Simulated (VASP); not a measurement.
# Ge (P6_3/mmc) in VASP: settings compared

The runs below take Ge through single point, with r2SCAN, PBEsol.

All numbers are computed with VASP 6.6.1; they aren't measurements. Logs are shortened: lines on timing, memory, paths and dates and some standing lists are left out, and cuts for length are marked.

## Step 1: The cell of the first run

It takes space group P6_3/mmc (No. 194, hexagonal). The conventional cell has a = 3.774 Å, b = 3.774 Å, c = 6.824 Å, α = 90.00°, β = 90.00°, γ = 120.00°. Ge (site symmetry 3m) has 4 Ge at 2.35 to 2.43 Å within 3.1 Å.

This isn't the form of Ge at room conditions, which is diamond.

## Step 2: Single point, r2SCAN (strained)

POSCAR

```
Ge
1.0
    3.7737210359      0.0000000000      0.0000000000
   -1.8868605180      3.2681382839      0.0000000000
    0.0000000000      0.0000000000      6.8237568003
Ge
4
Direct
    0.6666666700      0.3333333300      0.0780541933
    0.3333333300      0.6666666700      0.5780541933
    0.6666666700      0.3333333300      0.4219458067
    0.3333333300      0.6666666700      0.9219458067
```

INCAR.step1

```
PREC = Accurate
ENCUT = 520
ISMEAR = 0
SIGMA = 0.1
LREAL = F
LASPH = T
NELM = 60
NBANDS = 36
GGA = PE
ALGO = Normal
EDIFF = 1E-4
LWAVE = T
LCHARG = F
```

INCAR.step2

```
PREC = Accurate
ENCUT = 520
EDIFF = 1E-7
ISMEAR = 0
SIGMA = 0.1
LREAL = F
LASPH = T
NELM = 60
ALGO = Normal
ISIF = 2
LWAVE = F
LCHARG = F
METAGGA = R2SCAN
LMIXTAU = T
NBANDS = 36
ISTART = 1
```

KPOINTS

```
regular mesh
0
Gamma
  12 12 6
```

Potentials or basis: VASP PAW PBE potentials, release 64 (Ge_d).

Run with:

```bash
> cat potpaw_PBE.64/Ge_d/POTCAR > POTCAR
> cp INCAR.step1 INCAR
> mpirun -np 1 vasp_std > vasp.out
> cp INCAR.step2 INCAR
> mpirun -np 1 vasp_std > vasp.out
```

OUTCAR:

```text
PREC = Accurate
   ENCUT = 520
   EDIFF = 1E-7
   ISMEAR = 0
   LREAL = F
   LASPH = T
   NELM = 60
   ISIF = 2
   METAGGA = R2SCAN
   ISTART = 1

 ion  position               nearest neighbor table
   1  0.667  0.333  0.078-   3 2.35   4 2.43   4 2.43   4 2.43
   2  0.333  0.667  0.578-   4 2.35   3 2.43   3 2.43   3 2.43
   3  0.667  0.333  0.422-   1 2.35   2 2.43   2 2.43   2 2.43
   4  0.333  0.667  0.922-   2 2.35   1 2.43   1 2.43   1 2.43

  LATTYP: Found a hexagonal cell.
 ALAT       =     3.7737210359
 C/A-ratio  =     1.8082303211

  Lattice vectors:

 A1 = (   3.7737210359,   0.0000000000,   0.0000000000)
 A2 = (  -1.8868605180,   3.2681382839,   0.0000000000)
 A3 = (   0.0000000000,   0.0000000000,   6.8237568003)

Analysis of symmetry for initial positions (statically):
=====================================================================
 Subroutine PRICEL returns:
 Original cell was already a primitive cell.

 Routine SETGRP: Setting up the symmetry group for a
 hexagonal supercell.

 Subroutine GETGRP returns: Found 24 space group operations
 (whereof 12 operations were pure point group operations)
 out of a pool of 24 trial point group operations.

The static configuration has the point symmetry D_3d.
 The point group associated with its full space group is D_6h.

Analysis of symmetry for dynamics (positions and initial velocities):
=====================================================================
 Subroutine PRICEL returns:
 Original cell was already a primitive cell.

 Routine SETGRP: Setting up the symmetry group for a
 hexagonal supercell.

 Subroutine GETGRP returns: Found 24 space group operations
 (whereof 12 operations were pure point group operations)
 out of a pool of 24 trial point group operations.

The dynamic configuration has the point symmetry D_3d.
 The point group associated with its full space group is D_6h.

 Subroutine INISYM returns: Found 24 space group operations
 (whereof 12 operations are pure point group operations),
 and found     1 'primitive' translations

----------------------------------------------------------------------------------------

                                     Primitive cell

  volume of cell :      84.1577

  direct lattice vectors                    reciprocal lattice vectors
     3.773721036  0.000000000  0.000000000     0.264990441  0.152992302  0.000000000
    -1.886860518  3.268138284  0.000000000     0.000000000  0.305984604  0.000000000
     0.000000000  0.000000000  6.823756800     0.000000000  0.000000000  0.146546841

  length of vectors
     3.773721036  3.773721036  6.823756800     0.305984604  0.305984604  0.146546841

  position of ions in fractional coordinates (direct lattice)
     0.666666670  0.333333330  0.078054193
     0.333333330  0.666666670  0.578054193
     0.666666670  0.333333330  0.421945807
     0.333333330  0.666666670  0.921945807

  ion indices of the primitive-cell ions
   primitive index   ion index
                 1           1
                 2           2
                 3           3
                 4           4

----------------------------------------------------------------------------------------

 KPOINTS: regular mesh

Automatic generation of k-mesh.
 Grid dimensions read from file:
 generate k-points for:   12   12    6

 Generating k-lattice:

  Cartesian coordinates                     Fractional coordinates (reciprocal lattice)
     0.022082537  0.012749359  0.000000000     0.083333333 -0.000000000  0.000000000
     0.000000000  0.025498717  0.000000000     0.000000000  0.083333333  0.000000000
     0.000000000  0.000000000  0.024424473     0.000000000  0.000000000  0.166666667

  Length of vectors
     0.025498717  0.025498717  0.024424473

  Shift w.r.t. Gamma in fractional coordinates (k-lattice)
     0.000000000  0.000000000  0.000000000

 Subroutine IBZKPT returns following result:
 ===========================================

 Found     76 irreducible k-points:

 Following reciprocal coordinates:
            Coordinates               Weight
  0.000000  0.000000  0.000000      1.000000
  0.083333  0.000000  0.000000      6.000000
  0.166667  0.000000  0.000000      6.000000
  0.250000  0.000000  0.000000      6.000000
  0.333333 -0.000000  0.000000      6.000000
  0.416667  0.000000  0.000000      6.000000
[... 16 lines left out ...]
  0.250000  0.000000  0.166667     12.000000
  0.333333 -0.000000  0.166667     12.000000
 [... further k-points ...]
   k-points           NKPTS =     76   k-points in BZ     NKDIM =     76   number of bands    NBANDS=     36
   number of dos      NEDOS =    301   number of ions     NIONS =      4
   total plane-waves  NPLWV =  42336
   dimension x,y,z NGX =    28 NGY =   28 NGZ =   54
   dimension x,y,z NGXF=    56 NGYF=   56 NGZF=  108
   ions per type =               4
   NGX,Y,Z   is equivalent  to a cutoff of  12.34, 12.34, 13.16 a.u.
   NGXF,Y,Z  is equivalent  to a cutoff of  24.67, 24.67, 26.31 a.u.
 SYSTEM =  unknown system
   PREC   = accura    normal or accurate (medium, high low for compatibility)
   ISTART =      1    job   : 0-new  1-cont  2-samecut
   ICHARG =      0    charge: 1-file 2-atom 10-const
   ISPIN  =      1    spin polarized calculation?
   LNONCOLLINEAR =      F non collinear calculations
   LSORBIT =      F    spin-orbit coupling
   LASPH  =      T    aspherical Exc in radial PAW
   ENCUT  =  520.0 eV  38.22 Ry    6.18 a.u.   7.02  7.02 12.69*2*pi/ulx,y,z
   NELM   =     60;   NELMIN=  2; NELMDL=  0     # of ELM steps
   EDIFF  = 0.1E-06   stopping-criterion for ELM
   LREAL  =      F    real-space projection
   EDIFFG = 0.1E-05   stopping-criterion for IOM
   NSW    =      0    number of steps for IOM
   IBRION =     -1    ionic relax: 0-MD 1-quasi-New 2-CG
   NFREE  =      0    steps in history (QN), initial steepest desc. (CG)
   ISIF   =      2    stress and relaxation
   ISYM   =      2    0-nonsym 1-usesym 2-fastsym
   POTIM  = 0.5000    time-step for ionic-motion
   TEBEG  =    0.0;   TEEND  =   0.0 temperature during run
   PSTRESS=    0.0 pullay stress
   NELECT =      56.0000    total number of electrons
   NUPDOWN=      -1.0000    fix difference up-down
   EMIN   =  10.00;   EMAX   =-10.00  energy-range for DOS
   EFERMI =   0.00;   METHOD = LEGACY
   ISMEAR =     0;   SIGMA  =   0.10  broadening in eV -4-tet -1-fermi 0-gaus
   EFERMI_NEDOS =   21; number of points for ismear=-14 and -15
   IALGO  =     38    algorithm
   IMIX   =      4    mixing-type and parameters
     AMIX     =   0.40;   BMIX     =  1.00
     AMIX_MAG =   1.60;   BMIX_MAG =  1.00
  volume/ion in A,a.u.               =      21.04       141.98
  Fermi-wavevector in a.u.,A,eV,Ry     =   1.429244  2.700879 27.793128  2.042737
  Thomas-Fermi vector in A             =   2.549218
   LORBIT       =      0    0 simple, 1 ext, 2 COOP (PROOUT), +10 PAW based schemes
   METAGGA = R2SCAN    functional components
   LHFCALC =     F    Hartree Fock is set to
   AEXX    =    0.0000 exact exchange contribution
   IVDW    =     0    specifies the selected vdW correction
   LEPSILON=     F    determine dielectric tensor
   LRPA    =     F    only Hartree local field effects (RPA)
 non-spin polarized calculation
 Gauss-broadening in eV      SIGMA  =   0.10
  energy-cutoff  :      520.00
  volume of cell :       84.16
 maximum number of plane-waves:      2289
 NGX is ok and might be reduce to    28
   NGX = 13   NGY = 13   NGZ = 25

 number of electron      56.0000035 magnetization

 Free energy of the ion-electron system (eV)
  ---------------------------------------------------
  ext. energy  EPLUGINS =         0.00000000
  ---------------------------------------------------
  free energy    TOTEN  =       -54.82968869 eV

  energy without entropy =      -54.82701599  energy(sigma->0) =      -54.82835234

 E-fermi :   5.8594     XC(G=0): -11.2384

 val. band max:        5.8140455212   @ k =   0.0000   0.0000   0.0000
 cond. band min:       5.8978685899   @ k =   0.5000   0.0000   0.5000
 fundamental gap:      0.0838230686
 Fermi energy:         5.8593980428

 k-point     1 :       0.0000    0.0000    0.0000
  band No.  band energies     occupation
      1     -20.1575      2.00000
      2     -20.1514      2.00000
      3     -20.1514      2.00000
      4     -20.0743      2.00000
      5     -20.0743      2.00000
      6     -20.0742      2.00000
[... 28 lines left out ...]
     35      10.9592      0.00000
     36      12.7874      0.00000

 k-point     2 :       0.0833    0.0000    0.0000
  band No.  band energies     occupation
      1     -20.1679      2.00000
      2     -20.1508      2.00000
      3     -20.1353      2.00000
      4     -20.0813      2.00000
      5     -20.0746      2.00000
      6     -20.0709      2.00000
[... 28 lines left out ...]
     35      11.3394      0.00000
     36      12.8555      0.00000

 k-point     3 :       0.1667    0.0000    0.0000
  band No.  band energies     occupation
      1     -20.1748      2.00000
      2     -20.1489      2.00000
      3     -20.1129      2.00000
      4     -20.0930      2.00000
      5     -20.0751      2.00000
      6     -20.0610      2.00000
[... 28 lines left out ...]
     35      12.2374      0.00000
     36      12.2845      0.00000

 k-point     4 :       0.2500    0.0000    0.0000
  band No.  band energies     occupation
      1     -20.1760      2.00000
      2     -20.1459      2.00000
      3     -20.1104      2.00000
      4     -20.0813      2.00000
      5     -20.0750      2.00000
      6     -20.0450      2.00000
[... 28 lines left out ...]
     35      12.9666      0.00000
     36      13.4785      0.00000

 k-point     5 :       0.3333   -0.0000    0.0000
  band No.  band energies     occupation
      1     -20.1730      2.00000
      2     -20.1425      2.00000
      3     -20.1213      2.00000
      4     -20.0742      2.00000
      5     -20.0537      2.00000
      6     -20.0247      2.00000
[... 655 lines left out ...]
 k-point    22 :       0.1667    0.0000    0.1667
  band No.  band energies     occupation
      1     -20.1695      2.00000
      2     -20.1453      2.00000
      3     -20.1111      2.00000
      4     -20.0955      2.00000
      5     -20.0836      2.00000
      6     -20.0713      2.00000
[... 28 lines left out ...]
     35      12.0330      0.00000
     36      12.3193      0.00000

 k-point    23 :       0.2500    0.0000    0.1667
  band No.  band energies     occupation
      1     -20.1705      2.00000
      2     -20.1424      2.00000
      3     -20.1103      2.00000
      4     -20.0826      2.00000
      5     -20.0819      2.00000
      6     -20.0557      2.00000
[... 28 lines left out ...]
     35      13.0949      0.00000
     36      13.1336      0.00000

 k-point    24 :       0.3333   -0.0000    0.1667
  band No.  band energies     occupation
      1     -20.1675      2.00000
      2     -20.1391      2.00000
      3     -20.1201      2.00000
      4     -20.0810      2.00000
      5     -20.0556      2.00000
      6     -20.0353      2.00000
[... 28 lines left out ...]
     35      13.5318      0.00000
     36      14.0590      0.00000

 [... further k-points ...]
[... 5 lines left out ...]
  --------------------------------------------------------------------------------------
  -------------------------------------------------------------------------------------
  Total        4.5846001      4.5846001      0.8970208     -0.0000000      0.0000000      0.0000000
  in kB       87.2807133     87.2807133     17.0773048     -0.0000000      0.0000000      0.0000000
  external PRESSURE =      63.8795771 kB  Pullay stress =       0.0000000 kB

 VOLUME and BASIS-vectors are now :
 -----------------------------------------------------------------------------
  energy-cutoff  :      520.00
  volume of cell :       84.16
      direct lattice vectors                 reciprocal lattice vectors
     3.773721036  0.000000000  0.000000000     0.264990441  0.152992302  0.000000000
    -1.886860518  3.268138284  0.000000000     0.000000000  0.305984604  0.000000000
     0.000000000  0.000000000  6.823756800     0.000000000  0.000000000  0.146546841

 POSITION                                       TOTAL-FORCE (eV/Angst)
 -----------------------------------------------------------------------------------
      1.88686      1.08938      0.53262         0.000000      0.000000     -1.684169
     -0.00000      2.17876      3.94450        -0.000000      0.000000     -1.684169
      1.88686      1.08938      2.87926         0.000000     -0.000000      1.684169
     -0.00000      2.17876      6.29113        -0.000000     -0.000000      1.684169
 -----------------------------------------------------------------------------------
    total drift:                               -0.000014      0.000008     -0.000003

  FREE ENERGIE OF THE ION-ELECTRON SYSTEM (eV)
  ---------------------------------------------------
  free  energy   TOTEN  =       -54.8296886867 eV

  energy  without entropy=      -54.8270159854  energy(sigma->0) =      -54.82835234
```

Run time: 6.7 min. Hardware: 1 thread of Intel Xeon 6975P-C (Granite Rapids), shared host; peak memory 0.3 GiB.

What came out:

* Free energy: -54.8297 eV
* Pressure: 6.4 GPa
* Largest force: 1.684 eV/Å
* Band gap on the k mesh: zero (bands 28 and 29 overlap by 0.89 eV)

Forces on the atoms (eV/Å):
```
Ge   0.000  0.000 -1.684
Ge   0.000  0.000 -1.684
Ge   0.000  0.000  1.684
Ge   0.000  0.000  1.684
```

Stress tensor (GPa, compression positive):
```
8.73 0.00 0.00
0.00 8.73 0.00
0.00 0.00 1.71
```

Caveat: the cell differs from its parent crystal (strained); the cell stands under pressure; the PAW data sets were made with another functional, which shifts forces and pressure a little.

(Part 1 of 2 ends here.)
